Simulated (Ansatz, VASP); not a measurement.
# Hf in VASP and in Ansatz

File POSCAR:

```
Hf
1.0
    0.0000000000      2.2200000000      2.2200000000
    2.2200000000      0.0000000000      2.2200000000
    2.2200000000      2.2200000000      0.0000000000
Hf
1
Direct
    0.0000000000      0.0000000000      0.0000000000
```

INCAR.step1

```
PREC = Accurate
ENCUT = 520
ISMEAR = 0
SIGMA = 0.15
LREAL = F
LASPH = T
NELM = 80
NBANDS = 11
GGA = PE
ALGO = Normal
EDIFF = 1E-4
LWAVE = T
LCHARG = F
```

The input INCAR.step2:

```
PREC = Accurate
ENCUT = 520
EDIFF = 1E-6
ISMEAR = 0
SIGMA = 0.15
LREAL = F
LASPH = T
NELM = 80
ALGO = Normal
ISIF = 2
LWAVE = F
LCHARG = F
METAGGA = R2SCAN
LMIXTAU = T
NBANDS = 11
ISTART = 1
```

The input KPOINTS:

```
Automatic mesh
0
Gamma
  18 18 18
```

Input for Ansatz:

```yaml
crystal:
  lattice:
    - [0.0, 2.22, 2.22]
    - [2.22, 0.0, 2.22]
    - [2.22, 2.22, 0.0]
  atoms:
    - { symbol: Hf, position: [0.0, 0.0, 0.0] }
basis:
  ecutwfc: 500
kpoints:
  mp_grid: { grid: [18, 18, 18] }
hamiltonian:
  xc: r2scan
scf:
  occupations: { method: gaussian, width: 0.15 }
output:
  forces: true
  stress: true
  eigenvalues: true
```

Alike in both runs: task single point; functional r2SCAN; k mesh 18 × 18 × 18; occupations gaussian, width 0.15 eV; no spin polarisation.

```csv
,VASP,Ansatz
version,VASP 6.6.1,Ansatz 0.2.0
potentials or method,"VASP PAW PBE potentials, release 64 (Hf_pv), cutoff 520 eV","scalar-relativistic, plane waves, PAW"
valence electrons in the cell,10,26
```

```tsv
	VASP	Ansatz	Ansatz less VASP
gap on the k mesh at the Fermi level (eV)	none	none	-
pressure (GPa)	2.2	2.7	+0.50
```

VASP's potentials were made for PBE, not for r2SCAN. A gap of «none» marks a metal or a gap that the smearing closes. The functional is the same, so the differences come from potentials, cutoffs and numerics. VASP's potentials hold 10 valence electrons a cell and Ansatz's 26, so a difference there can come from the potentials and not from the codes.

Spin-orbit coupling is off throughout.
